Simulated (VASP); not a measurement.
# PbSe: single point with PBE

The system is PbSe.

```
Pb Se
1.0
     0.00000   12.00080    3.12544
     3.11815    0.00000    3.12544
     3.11815   12.00080    0.00000
Pb Se
2 2
Direct
  0.19073 0.80527 0.19473
  0.80527 0.19073 0.80927
  0.67442 0.29558 0.70442
  0.29558 0.67442 0.32558
```

```json
{
 "Program": "VASP 6.6.1",
 "Task": "single point",
 "Functional": "PBE",
 "Potentials or basis": "VASP PAW PBE potentials, release 64 (Pb_d, Se)",
 "Cutoff": "520 eV",
 "k mesh": "8 × 8 × 8",
 "Occupations": "gaussian, width 0.05 eV",
 "Spin": "no spin polarisation"
}
```

```yaml
Pressure: 0.0 GPa
Largest_force: 0.025 eV/Å
Band_gap_on_the_k_mesh: 1.55 eV (least direct gap 1.60 eV)
```

Forces in eV/Å, atoms in the order of the input:
```
Pb   0.000 -0.014 -0.021
Pb   0.000  0.014 -0.021
Se   0.000  0.010  0.021
Se   0.000 -0.010  0.021
```

Levels at points of the mesh, in eV from the valence-band top:
| k point | band 16 | band 17 | band 18 | band 19 | band 20 | band 21 | band 22 | band 23 | band 24 | band 25 |
| --- | --- | --- | --- | --- | --- | --- | --- | --- | --- | --- |
| (0.00, 0.00, 0.00) | -2.35 | -2.34 | -1.35 | -1.34 | -0.49 | 2.14 | 3.87 | 4.51 | 4.84 | 4.87 |
| (0.50, 0.00, 0.00) | -1.75 | -0.93 | -0.93 | -0.13 | -0.13 | 1.55 | 1.55 | 2.48 | 2.48 | 3.01 |
| (0.50, 0.50, 0.00) | -3.92 | -2.69 | -2.69 | -1.39 | -1.37 | 3.62 | 3.66 | 5.08 | 5.09 | 5.45 |
| (0.50, 0.00, 0.50) | -2.35 | -2.34 | -1.35 | -1.34 | -0.50 | 2.03 | 4.51 | 4.65 | 4.80 | 4.87 |
| (0.00, 0.50, 0.50) | -3.92 | -2.69 | -2.69 | -1.39 | -1.37 | 3.64 | 3.64 | 5.07 | 5.11 | 5.43 |

Wall time 51 min on 1 thread of Intel Xeon 8259CL, on a shared host, peak memory 1 GiB.

Caveat: spin-orbit coupling is left out, which moves the levels of the heavy elements. A k mesh can miss the band edges.
